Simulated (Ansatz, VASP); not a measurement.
# P in VASP and in Ansatz

```
CELL_PARAMETERS angstrom
3.25406 0.00000 0.00000
-1.62703 2.81809 0.00000
0.00000 0.00000 19.99049
ATOMIC_POSITIONS crystal
P 0.33333 0.66667 0.28740
P 0.66667 0.33333 0.22511
P 0.00000 0.33333 0.51527
P 0.33333 0.00000 0.45298
```

Alike in both runs: task single point; functional PBE; dispersion D3(BJ); k mesh 9 × 9 × 1; occupations gaussian, width 0.05 eV; no spin polarisation.

|  | VASP | Ansatz |
| --- | --- | --- |
| version | VASP 6.6.1 | Ansatz 0.2.0 |
| potentials or method | VASP PAW PBE potentials, release 64 (P), cutoff 520 eV | scalar-relativistic, plane waves, PAW |
| valence electrons in the cell | 20 | 20 |

```csv
,VASP,Ansatz,Ansatz less VASP
gap on the k mesh at the Fermi level (eV),1.11,1.08,-0.039
least direct gap on the mesh (eV),1.62,1.58,-0.042
rms of the force components (eV/Å),0.082,0.041,-0.0407
```

Atom by atom the forces differ by 0.053 eV/Å (rms over components).
